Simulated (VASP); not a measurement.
A run of VASP 6.6.1 is set up as follows.

Contents of INCAR:

```
PREC = Accurate ; ENCUT = 500
EDIFF = 1E-6 ; ISMEAR = 0
SIGMA = 0.1 ; LREAL = False
LASPH = True ; NELM = 120
ALGO = Normal ; ISIF = 2
LWAVE = False ; LCHARG = False
GGA = PE ; NBANDS = 32
GGA_COMPAT = False
```

Contents of KPOINTS:

```
regular mesh
0
Gamma
  6 6 6
```

POSCAR

```
Zr2BiP2
1.0
   -2.4754804074      2.4754804074      4.2344586715
    2.4754804074     -2.4754804074      4.2344586715
    2.4754804074      2.4754804074     -4.2344586715
Zr Bi P
2 1 2
Direct
    0.2500000000      0.7500000000      0.5000000000
    0.7500000000      0.2500000000      0.5000000000
    0.0000000000      0.0000000000      0.0000000000
    0.6329338547      0.6329338547      0.0000000000
    0.3670661453      0.3670661453      0.0000000000
```

Potentials or basis: VASP PAW PBE potentials, release 64 (Zr_sv, Bi_d, P).

Command:

```console
$ cat potpaw_PBE.64/Zr_sv/POTCAR potpaw_PBE.64/Bi_d/POTCAR potpaw_PBE.64/P/POTCAR > POTCAR
$ mpirun -np 1 vasp_std > vasp.out
```

Predict the band gap on the k mesh.

zero (an odd number of electrons rules out a gap without spin polarisation).

What does it give for the largest force?

0.029 eV/Å.

Forces on the atoms (eV/Å):
```
Zr   0.000  0.000  0.000
Zr   0.000  0.000  0.000
Bi   0.000  0.000  0.000
P    0.000  0.000 -0.029
P    0.000  0.000  0.029
```

Caveat: spin-orbit coupling is left out, which moves the levels of the heavy elements.
